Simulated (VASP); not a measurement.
# Co3W2 (P6_3/mmc) in VASP: a series of runs

Runs on Co3W2. Level: PBE. Tasks: single point.

Program: VASP 6.6.1. These are calculated values, not measurements. Logs are shortened: lines on timing, memory, paths and dates and some standing lists are left out, and cuts for length are marked.

### Step 1. The cell of the first run

The structure is hexagonal, space group P6_3/mmc (No. 194). The conventional cell has a = 2.637 Å, b = 2.637 Å, c = 21.935 Å, α = 90.00°, β = 90.00°, γ = 120.00°. Within 3.5 Å of Co (site symmetry -6m2) lie 12 Co at 2.64 to 2.67 Å. Co (site symmetry 3m) has 9 Co at 2.64 to 2.67 Å and 3 W at 2.67 Å within 3.5 Å. Within 3.5 Å of W (site symmetry 3m) lie 9 W at 2.64 to 2.67 Å and 3 Co at 2.67 Å.

### Step 2. Single point, PBE, collinear spin, ferromagnetic start

File INCAR:

```
SYSTEM = Co3W2
  PREC = Accurate
  ENCUT = 520
  EDIFF = 1E-6
  ISMEAR = 0
  SIGMA = 0.1
  LREAL = .False.
  LASPH = .True.
  NELM = 150
  ALGO = Normal
  ISIF = 2
  LWAVE = .False.
  LCHARG = .False.
  ISPIN = 2
  MAGMOM = 3 3 3 3 3 3 0 0 0 0
  LORBIT = 11
  LMAXMIX = 4
  GGA = PE
  NBANDS = 70
```

File KPOINTS:

```
Automatic mesh
0
Gamma
  6 6 1
  0 0 0
```

File POSCAR:

```
Co3W2
1.0
    2.6369121300      0.0000000000      0.0000000000
   -1.3184560700      2.2836328900      0.0000000000
    0.0000000000      0.0000000000     21.9353269800
Co W
6 4
Direct
    0.3333333300      0.6666666700      0.2500000000
    0.3333333300      0.6666666700      0.6500000000
    0.3333333300      0.6666666700      0.8500000000
    0.6666666700      0.3333333300      0.1500000000
    0.6666666700      0.3333333300      0.3500000000
    0.6666666700      0.3333333300      0.7500000000
    0.3333333300      0.6666666700      0.0500000000
    0.3333333300      0.6666666700      0.4500000000
    0.6666666700      0.3333333300      0.5500000000
    0.6666666700      0.3333333300      0.9500000000
```

Potentials or basis: VASP PAW PBE potentials, release 64 (Co, W_sv).

Launch:

```console
$ cat potpaw_PBE.64/Co/POTCAR potpaw_PBE.64/W_sv/POTCAR > POTCAR
$ mpirun -np 1 vasp_std > vasp.out
```

OUTCAR:

```text
SYSTEM = Co3W2
   PREC = Accurate
   ENCUT = 520
   EDIFF = 1E-6
   ISMEAR = 0
   LREAL = .False.
   LASPH = .True.
   NELM = 150
   ISIF = 2
   ISPIN = 2
   LORBIT = 11
   GGA = PE

 ion  position               nearest neighbor table
   1  0.333  0.667  0.250-   4 2.67   5 2.67   4 2.67   5 2.67   4 2.67   5 2.67
   2  0.333  0.667  0.650-   6 2.67   9 2.67   6 2.67   9 2.67   6 2.67   9 2.67
   3  0.333  0.667  0.850-   6 2.67  10 2.67   6 2.67  10 2.67   6 2.67  10 2.67
   4  0.667  0.333  0.150-   1 2.67   7 2.67   1 2.67   7 2.67   1 2.67   7 2.67
   5  0.667  0.333  0.350-   1 2.67   8 2.67   1 2.67   8 2.67   1 2.67   8 2.67
   6  0.667  0.333  0.750-   2 2.67   3 2.67   2 2.67   3 2.67   2 2.67   3 2.67
   7  0.333  0.667  0.050-  10 2.67   4 2.67  10 2.67   4 2.67  10 2.67   4 2.67
   8  0.333  0.667  0.450-   9 2.67   5 2.67   9 2.67   5 2.67   9 2.67   5 2.67
   9  0.667  0.333  0.550-   8 2.67   2 2.67   8 2.67   2 2.67   8 2.67   2 2.67
  10  0.667  0.333  0.950-   7 2.67   3 2.67   7 2.67   3 2.67   7 2.67   3 2.67

  LATTYP: Found a hexagonal cell.
 ALAT       =     2.6369121300
 C/A-ratio  =     8.3185657688

  Lattice vectors:

 A1 = (   2.6369121300,   0.0000000000,   0.0000000000)
 A2 = (  -1.3184560700,   2.2836328900,   0.0000000000)
 A3 = (   0.0000000000,   0.0000000000,  21.9353269800)

Analysis of symmetry for initial positions (statically):
=====================================================================
 Subroutine PRICEL returns:
 Original cell was already a primitive cell.

 Routine SETGRP: Setting up the symmetry group for a
 hexagonal supercell.

 Subroutine GETGRP returns: Found 24 space group operations
 (whereof 12 operations were pure point group operations)
 out of a pool of 24 trial point group operations.

The static configuration has the point symmetry D_3d.
 The point group associated with its full space group is D_6h.

Analysis of symmetry for dynamics (positions and initial velocities):
=====================================================================
 Subroutine PRICEL returns:
 Original cell was already a primitive cell.

 Routine SETGRP: Setting up the symmetry group for a
 hexagonal supercell.

 Subroutine GETGRP returns: Found 24 space group operations
 (whereof 12 operations were pure point group operations)
 out of a pool of 24 trial point group operations.

The dynamic configuration has the point symmetry D_3d.
 The point group associated with its full space group is D_6h.

Analysis of structural, dynamic, and magnetic symmetry:
=====================================================================
 Subroutine PRICEL returns:
 Original cell was already a primitive cell.

 Routine SETGRP: Setting up the symmetry group for a
 hexagonal supercell.

 Subroutine GETGRP returns: Found 24 space group operations
 (whereof 12 operations were pure point group operations)
 out of a pool of 24 trial point group operations.

The overall configuration has the point symmetry D_3d.
 The point group associated with its full space group is D_6h.

 Subroutine INISYM returns: Found 24 space group operations
 (whereof 12 operations are pure point group operations),
 and found     1 'primitive' translations

----------------------------------------------------------------------------------------

                                     Primitive cell

  volume of cell :     132.0888

  direct lattice vectors                    reciprocal lattice vectors
     2.636912130  0.000000000  0.000000000     0.379231446  0.218949378  0.000000000
    -1.318456070  2.283632890  0.000000000     0.000000000  0.437898755  0.000000000
     0.000000000  0.000000000 21.935326980     0.000000000  0.000000000  0.045588561

  length of vectors
     2.636912130  2.636912131 21.935326980     0.437898755  0.437898755  0.045588561

  position of ions in fractional coordinates (direct lattice)
     0.333333330  0.666666670  0.250000000
     0.333333330  0.666666670  0.650000000
     0.333333330  0.666666670  0.850000000
     0.666666670  0.333333330  0.150000000
     0.666666670  0.333333330  0.350000000
     0.666666670  0.333333330  0.750000000
     0.333333330  0.666666670  0.050000000
     0.333333330  0.666666670  0.450000000
     0.666666670  0.333333330  0.550000000
     0.666666670  0.333333330  0.950000000

  ion indices of the primitive-cell ions
   primitive index   ion index
                 1           1
                 2           2
                 3           3
                 4           4
                 5           5
                 6           6
                 7           7
                 8           8
                 9           9
                10          10

----------------------------------------------------------------------------------------

 KPOINTS: Automatic mesh

Automatic generation of k-mesh.
 Grid dimensions read from file:
 generate k-points for:    6    6    1

 Generating k-lattice:

  Cartesian coordinates                     Fractional coordinates (reciprocal lattice)
     0.063205241  0.036491563  0.000000000     0.166666667  0.000000000  0.000000000
     0.000000000  0.072983126  0.000000000     0.000000000  0.166666667  0.000000000
     0.000000000  0.000000000  0.045588561     0.000000000  0.000000000  1.000000000

  Length of vectors
     0.072983126  0.072983126  0.045588561

  Shift w.r.t. Gamma in fractional coordinates (k-lattice)
     0.000000000  0.000000000  0.000000000

 Subroutine IBZKPT returns following result:
 ===========================================

 Found      7 irreducible k-points:

 Following reciprocal coordinates:
            Coordinates               Weight
  0.000000  0.000000  0.000000      1.000000
  0.166667 -0.000000  0.000000      6.000000
  0.333333  0.000000  0.000000      6.000000
  0.500000  0.000000  0.000000      3.000000
  0.166667  0.166667  0.000000      6.000000
  0.333333  0.166667  0.000000     12.000000
  0.333333  0.333333  0.000000      2.000000
   k-points           NKPTS =      7   k-points in BZ     NKDIM =      7   number of bands    NBANDS=     70
   number of dos      NEDOS =    301   number of ions     NIONS =     10
   total plane-waves  NPLWV =  67200
   dimension x,y,z NGX =    20 NGY =   20 NGZ =  168
   dimension x,y,z NGXF=    40 NGYF=   40 NGZF=  336
   ions per type =               6   4
   NGX,Y,Z   is equivalent  to a cutoff of  12.61, 12.61, 12.73 a.u.
   NGXF,Y,Z  is equivalent  to a cutoff of  25.22, 25.22, 25.47 a.u.
 SYSTEM =  Co3W2
   PREC   = accura    normal or accurate (medium, high low for compatibility)
   ISTART =      0    job   : 0-new  1-cont  2-samecut
   ICHARG =      2    charge: 1-file 2-atom 10-const
   ISPIN  =      2    spin polarized calculation?
   LNONCOLLINEAR =      F non collinear calculations
   LSORBIT =      F    spin-orbit coupling
   LASPH  =      T    aspherical Exc in radial PAW
   ENCUT  =  520.0 eV  38.22 Ry    6.18 a.u.   4.90  4.90 40.79*2*pi/ulx,y,z
   NELM   =    150;   NELMIN=  2; NELMDL= -5     # of ELM steps
   EDIFF  = 0.1E-05   stopping-criterion for ELM
   LREAL  =      F    real-space projection
   EDIFFG = 0.1E-04   stopping-criterion for IOM
   NSW    =      0    number of steps for IOM
   IBRION =     -1    ionic relax: 0-MD 1-quasi-New 2-CG
   NFREE  =      0    steps in history (QN), initial steepest desc. (CG)
   ISIF   =      2    stress and relaxation
   ISYM   =      2    0-nonsym 1-usesym 2-fastsym
   POTIM  = 0.5000    time-step for ionic-motion
   TEBEG  =    0.0;   TEEND  =   0.0 temperature during run
   PSTRESS=    0.0 pullay stress
   NELECT =     110.0000    total number of electrons
   NUPDOWN=      -1.0000    fix difference up-down
   EMIN   =  10.00;   EMAX   =-10.00  energy-range for DOS
   EFERMI =   0.00;   METHOD = LEGACY
   ISMEAR =     0;   SIGMA  =   0.10  broadening in eV -4-tet -1-fermi 0-gaus
   EFERMI_NEDOS =   21; number of points for ismear=-14 and -15
   IALGO  =     38    algorithm
   IMIX   =      4    mixing-type and parameters
     AMIX     =   0.40;   BMIX     =  1.00
     AMIX_MAG =   1.60;   BMIX_MAG =  1.00
  volume/ion in A,a.u.               =      13.21        89.14
  Fermi-wavevector in a.u.,A,eV,Ry     =   1.540223  2.910600 32.276938  2.372288
  Thomas-Fermi vector in A             =   2.646341
   LORBIT       =     11    0 simple, 1 ext, 2 COOP (PROOUT), +10 PAW based schemes
   GGA     = PE    functional components
   LHFCALC =     F    Hartree Fock is set to
   AEXX    =    0.0000 exact exchange contribution
   IVDW    =     0    specifies the selected vdW correction
   LEPSILON=     F    determine dielectric tensor
   LRPA    =     F    only Hartree local field effects (RPA)
 spin polarized calculation
 Gauss-broadening in eV      SIGMA  =   0.10
  energy-cutoff  :      520.00
  volume of cell :      132.09
 maximum number of plane-waves:      3621
 NGX is ok and might be reduce to    20
   NGX =  9   NGY =  9   NGZ = 81

 number of electron     109.9999991 magnetization      10.1849014

 number of electron     109.9999992 magnetization       7.7539687

 Free energy of the ion-electron system (eV)
  ---------------------------------------------------
  ext. energy  EPLUGINS =         0.00000000
  ---------------------------------------------------
  free energy    TOTEN  =       -88.97541005 eV

  energy without entropy =      -88.91952177  energy(sigma->0) =      -88.94746591

 E-fermi :  10.2182     XC(G=0): -13.2789

 val. band max:       10.1594991066   @ k =   0.3333   0.3333   0.0000
 cond. band min:      10.2266164763   @ k =   0.3333   0.1667   0.0000
 fundamental gap:      0.0671173697
 Fermi energy:        10.2182081305

 spin component 1

 k-point     1 :       0.0000    0.0000    0.0000
  band No.  band energies     occupation
      1     -63.4075      1.00000
      2     -63.4075      1.00000
      3     -63.2788      1.00000
      4     -63.2788      1.00000
      5     -28.3252      1.00000
      6     -28.3252      1.00000
[... 59 lines left out ...]
     66       9.9727      0.99974
     67       9.9727      0.99974
[... 418 lines left out ...]
     66      13.4609      0.00000
     67      14.8064      0.00000
 Fermi energy:        10.2182081305

 spin component 2

 k-point     1 :       0.0000    0.0000    0.0000
  band No.  band energies     occupation
      1     -63.4307      1.00000
      2     -63.4307      1.00000
      3     -63.3019      1.00000
      4     -63.3019      1.00000
      5     -28.3685      1.00000
      6     -28.3685      1.00000
[... 59 lines left out ...]
     66      10.8762      0.00000
     67      10.8984      0.00000
[... 418 lines left out ...]
     66      13.7613      0.00000
     67      15.3417      0.00000
 [bands above 67 left out]

------------------------ aborting loop because EDIFF is reached ----------------------------------------

  FORCE on cell =-STRESS in cart. coord.  units (eV):
  Direction    XX          YY          ZZ          XY          YZ          ZX
  --------------------------------------------------------------------------------------
  -------------------------------------------------------------------------------------
  Total       11.6973752     11.6973752      9.0299080     -0.0000000     -0.0000000      0.0000000
  in kB      141.8838427    141.8838425    109.5286782     -0.0000003     -0.0000000      0.0000000
  external PRESSURE =     131.0987878 kB  Pullay stress =       0.0000000 kB

 VOLUME and BASIS-vectors are now :
 -----------------------------------------------------------------------------
  energy-cutoff  :      520.00
  volume of cell :      132.09
      direct lattice vectors                 reciprocal lattice vectors
     2.636912130  0.000000000  0.000000000     0.379231446  0.218949378  0.000000000
    -1.318456070  2.283632890  0.000000000     0.000000000  0.437898755  0.000000000
     0.000000000  0.000000000 21.935326980     0.000000000  0.000000000  0.045588561

 POSITION                                       TOTAL-FORCE (eV/Angst)
 -----------------------------------------------------------------------------------
     -0.00000      1.52242      5.48383        -0.000000      0.000000      0.000000
     -0.00000      1.52242     14.25796        -0.000000     -0.000000      0.713822
     -0.00000      1.52242     18.64503        -0.000000     -0.000000     -0.713822
      1.31846      0.76121      3.29030        -0.000000      0.000000      0.713822
      1.31846      0.76121      7.67736        -0.000000      0.000000     -0.713822
      1.31846      0.76121     16.45150        -0.000000     -0.000000      0.000000
     -0.00000      1.52242      1.09677        -0.000000      0.000000      4.817190
     -0.00000      1.52242      9.87090        -0.000000      0.000000     -4.817190
      1.31846      0.76121     12.06443         0.000000     -0.000000      4.817190
      1.31846      0.76121     20.83856         0.000000     -0.000000     -4.817190
 -----------------------------------------------------------------------------------
    total drift:                               -0.000021      0.000012     -0.000007

  FREE ENERGIE OF THE ION-ELECTRON SYSTEM (eV)
  ---------------------------------------------------
  free  energy   TOTEN  =       -88.9754100480 eV

  energy  without entropy=      -88.9195217667  energy(sigma->0) =      -88.94746591

 total charge

# of ion       s       p       d       tot
------------------------------------------
    1        0.424   0.369   7.160   7.952
    2        0.441   0.428   7.247   8.115
    3        0.441   0.428   7.247   8.115
    4        0.441   0.428   7.247   8.115
    5        0.441   0.428   7.247   8.115
    6        0.424   0.369   7.160   7.952
    7        2.461   6.379   3.610  12.449
    8        2.461   6.379   3.610  12.449
    9        2.461   6.379   3.610  12.449
   10        2.461   6.379   3.610  12.449
--------------------------------------------------
tot         12.453  27.964  57.746  98.163

 magnetization (x)

# of ion       s       p       d       tot
------------------------------------------
    1       -0.008  -0.045   1.790   1.737
    2       -0.008  -0.036   1.264   1.220
    3       -0.008  -0.036   1.264   1.220
    4       -0.008  -0.036   1.264   1.220
    5       -0.008  -0.036   1.264   1.220
    6       -0.008  -0.045   1.790   1.737
    7       -0.002  -0.019  -0.039  -0.060
    8       -0.002  -0.019  -0.039  -0.060
    9       -0.002  -0.019  -0.039  -0.060
   10       -0.002  -0.019  -0.039  -0.060
--------------------------------------------------
tot         -0.057  -0.310   8.482   8.115
```

Wall time 7.8 min (1 thread of Intel Xeon Platinum 8488C (Sapphire Rapids), shared host); peak memory 0.34 GiB.

What came out:

| Item | Value |
| --- | --- |
| Free energy | -88.9754 eV |
| Pressure | 13.1 GPa |
| Largest force | 4.817 eV/Å |
| Net moment | 7.75 μB per cell |
| Site moments | Co +1.74, +1.22; W -0.06 μB |
| Valence electrons inside the program's atomic spheres | Co 7.95, 8.12; W 12.45 |

Forces on the atoms (eV/Å):
```
Co   0.000  0.000  0.000
Co   0.000  0.000  0.714
Co   0.000  0.000 -0.714
Co   0.000  0.000  0.714
Co   0.000  0.000 -0.714
Co   0.000  0.000  0.000
W    0.000  0.000  4.817
W    0.000  0.000 -4.817
W    0.000  0.000  4.817
W    0.000  0.000 -4.817
```

Stress tensor (GPa, compression positive):
```
14.19  0.00  0.00
 0.00 14.19  0.00
 0.00  0.00 10.95
```

Caveat: the k points lie up to 0.46 Å⁻¹ apart; spin-orbit coupling is left out, which moves the levels of the heavy elements; forces of over 1 eV/Å act on the atoms, so gaps and moduli don't describe the material at rest.

### Step 3. Single point, PBE, collinear spin, ferromagnetic start

This run uses another cell than the first one, of 13.26 Å³/atom, 1.004 times its volume.

File INCAR:

```
SYSTEM = Co3W2
PREC = Accurate
ENCUT = 520
EDIFF = 1E-7
ISMEAR = 0
SIGMA = 0.1
LREAL = .FALSE.
LASPH = .TRUE.
NELM = 150
ALGO = Fast
ISIF = 2
LWAVE = .FALSE.
LCHARG = .FALSE.
ISPIN = 2
MAGMOM = 3 3 3 3 3 3 0 0 0 0
LORBIT = 11
LMAXMIX = 4
GGA = PE
NBANDS = 70
```

File KPOINTS:

```
regular mesh
0
G
  6 6 1
  0 0 0
```

File POSCAR:

```
Co3W2
1.0
    2.6944942034      0.0000000029      0.0000000000
   -1.3472471043      2.3335004291      0.0000000000
    0.0000000000      0.0000000000     21.0875604499
Co W
6 4
Direct
    0.3333333333      0.6666666667      0.2500000000
    0.3333333333      0.6666666667      0.6589231845
    0.3333333333      0.6666666667      0.8410768155
    0.6666666667      0.3333333333      0.1589231845
    0.6666666667      0.3333333333      0.3410768155
    0.6666666667      0.3333333333      0.7500000000
    0.3333333333      0.6666666667      0.0596108631
    0.3333333333      0.6666666667      0.4403891369
    0.6666666667      0.3333333333      0.5596108631
    0.6666666667      0.3333333333      0.9403891369
```

Potentials or basis: VASP PAW PBE potentials, release 64 (Co, W_sv).

Launch:

```console
$ cat potpaw_PBE.64/Co/POTCAR potpaw_PBE.64/W_sv/POTCAR > POTCAR
$ mpirun -np 1 vasp_std > vasp.out
```

Wall time 6.5 min (1 thread of Intel Xeon Platinum 8488C (Sapphire Rapids), shared host); peak memory 0.33 GiB.

It converged, with:

| Item | Value |
| --- | --- |
| Free energy | -91.0928 eV |
| Pressure | -0.1 GPa |
| Largest force | 0.024 eV/Å |
| Net moment | 5.76 μB per cell |
| Site moments | Co +1.58, +0.86; W -0.12 μB |
| Valence electrons inside the program's atomic spheres | Co 8.10, 8.22; W 12.18 |

Forces in eV/Å, atoms in the order of the input:
```
Co   0.000  0.000  0.000
Co   0.000  0.000  0.011
Co   0.000  0.000 -0.011
Co   0.000  0.000  0.011
Co   0.000  0.000 -0.011
Co   0.000  0.000  0.000
W    0.000  0.000 -0.024
W    0.000  0.000  0.024
W    0.000  0.000 -0.024
W    0.000  0.000  0.024
```

Stress tensor (GPa, compression positive):
```
 0.27  0.00  0.00
 0.00  0.27  0.00
 0.00  0.00 -0.75
```

Levels at points of the mesh, in eV from the Fermi level:
Spin up:
| k point | band 56 | band 57 | band 58 | band 59 | band 60 | band 61 | band 62 | band 63 |
| --- | --- | --- | --- | --- | --- | --- | --- | --- |
| (0.00, 0.00, 0.00) | -0.92 | -0.92 | -0.92 | -0.06 | -0.06 | -0.02 | -0.02 | 0.06 |
| (0.50, 0.00, 0.00) | 0.09 | 0.17 | 0.90 | 1.21 | 1.34 | 1.34 | 1.40 | 1.71 |
Spin down:
| k point | band 48 | band 49 | band 50 | band 51 | band 52 | band 53 | band 54 | band 55 | band 56 | band 57 |
| --- | --- | --- | --- | --- | --- | --- | --- | --- | --- | --- |
| (0.00, 0.00, 0.00) | -0.75 | -0.59 | -0.52 | -0.52 | -0.45 | -0.35 | -0.35 | -0.15 | -0.15 | -0.12 |
| (0.50, 0.00, 0.00) | 0.24 | 0.24 | 0.37 | 0.53 | 0.54 | 0.67 | 0.70 | 0.85 | 0.86 | 1.12 |

Caveat: the k points lie up to 0.45 Å⁻¹ apart; spin-orbit coupling is left out, which moves the levels of the heavy elements.
